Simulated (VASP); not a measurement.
MgCd3O4: single point with PBE

Crystal: MgCd3O4.

```xyz
8
Lattice="3.3003 -4.6650 0.0000 3.3003 4.6650 0.0000 0.0000 0.0000 3.2887" Properties=species:S:1:pos:R:3 pbc="T T T"
Mg    3.3003    0.0000    0.0000
Cd    0.0000    0.0000    0.0000
Cd    1.6501    2.3325    1.6444
Cd    1.6501   -2.3325    1.6444
O     3.3003   -2.2022    0.0000
O     4.8289    0.0000    1.6444
O     1.7717    0.0000    1.6444
O     3.3003    2.2022    0.0000
```

```yaml
Program: VASP 6.6.1
Task: single point
Functional: PBE
Potentials_or_basis: VASP PAW PBE potentials, release 64 (Mg, Cd, O)
Cutoff: 520 eV
k_mesh: 4 × 4 × 6
Occupations: gaussian, width 0.1 eV
Spin: no spin polarisation
```

- Pressure: 1.0 GPa
- Largest force: 0.080 eV/Å
- Band gap on the k mesh: 0.01 eV (least direct gap 0.08 eV)

Forces on the atoms (eV/Å):
```
Mg   0.000  0.000  0.000
Cd   0.000  0.000  0.000
Cd   0.000  0.000  0.000
Cd   0.000  0.000  0.000
O    0.000  0.059  0.000
O   -0.080  0.000  0.000
O    0.080  0.000  0.000
O    0.000 -0.059  0.000
```

Stress tensor (GPa, compression positive):
```
1.01 0.00 0.00
0.00 0.96 0.00
0.00 0.00 0.89
```

Levels at points of the mesh, in eV from the valence-band top:
```csv
k point,band 28,band 29,band 30,band 31,band 32,band 33,band 34,band 35
"(0.00, 0.00, 0.00)",-1.00,-0.95,-0.10,-0.07,0.01,4.03,4.36,4.63
"(0.50, 0.00, 0.00)",-0.90,-0.81,-0.81,-0.71,2.48,2.87,5.20,5.89
"(0.50, 0.50, 0.00)",-1.59,-1.56,-1.11,-0.09,2.98,3.62,5.33,6.07
"(0.00, 0.00, 0.50)",-2.06,-1.87,-0.91,-0.10,4.44,5.05,6.12,7.14
"(0.50, 0.00, 0.50)",-1.48,-1.37,-1.27,-1.10,4.49,4.86,5.81,6.48
"(0.50, 0.50, 0.50)",-0.96,-0.75,-0.09,0.00,3.98,4.05,4.25,4.48
```

Wall time 57 s on 1 thread of AMD EPYC 9R45 96-Core Processor (Zen 5) (shared host), peak memory 0.22 GiB.

Caveat: semilocal functionals underestimate gaps, and a narrow one can read as zero.
